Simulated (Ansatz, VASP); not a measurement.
**GaP in VASP and in Ansatz**

The input INCAR:

```
SYSTEM = GaP
PREC = Accurate ; ENCUT = 500
EDIFF = 1E-6 ; ISMEAR = 0
SIGMA = 0.02 ; LREAL = .False.
LASPH = .True. ; NELM = 120
ALGO = Normal ; ISIF = 2
LWAVE = .False. ; LCHARG = .True.
GGA = CA ; LELF = .True.
LVHAR = .True. ; NBANDS = 16
GGA_COMPAT = .False.
```

The input KPOINTS:

```
regular mesh
0
Gamma
  8 8 8
  0 0 0
```

File POSCAR:

```
GaP
1.0
    0.0000000000      2.6406795203      2.6406795203
    2.6406795203      0.0000000000      2.6406795203
    2.6406795203      2.6406795203      0.0000000000
Ga P
1 1
Direct
    0.0000000000      0.0000000000      0.0000000000
    0.7500000000      0.7500000000      0.7500000000
```

Input for Ansatz:

```yaml
crystal:
  lattice:
    - [0.0, 2.6406795203, 2.6406795203]
    - [2.6406795203, 0.0, 2.6406795203]
    - [2.6406795203, 2.6406795203, 0.0]
  atoms:
    - { symbol: Ga, position: [0.0, 0.0, 0.0] }
    - { symbol: P, position: [0.75, 0.75, 0.75] }
basis:
  ecutwfc: 420
kpoints:
  mp_grid: { grid: [8, 8, 8] }
hamiltonian:
  xc: lda
  pseudopotentials: { kind: paw, azcp: { folder: soft_1 } }
scf:
  occupations: { method: gaussian, width: 0.02 }
output:
  forces: true
  stress: true
  eigenvalues: true
```

Alike in both runs: task single point; functional LDA; k mesh 8 × 8 × 8; occupations gaussian, width 0.02 eV; no spin polarisation.

|  | VASP | Ansatz |
| --- | --- | --- |
| version | VASP 6.6.1 | Ansatz 0.2.0 |
| potentials or method | VASP PAW LDA potentials, release 64 (Ga_d, P), cutoff 500 eV | scalar-relativistic, plane waves, PAW |
| valence electrons in the cell | 18 | 18 |

|  | VASP | Ansatz | Ansatz less VASP |
| --- | --- | --- | --- |
| gap on the k mesh at the Fermi level (eV) | 1.29 | 1.29 | +0.001 |
| least direct gap on the mesh (eV) | 2.43 | 2.40 | -0.030 |
| pressure (GPa) | 6.5 | 6.4 | -0.07 |

Ansatz warns that its potentials were made for another functional, while VASP's fit it. LDA's correlation is that of Perdew and Zunger in VASP and of Perdew and Wang (1992) in Ansatz.
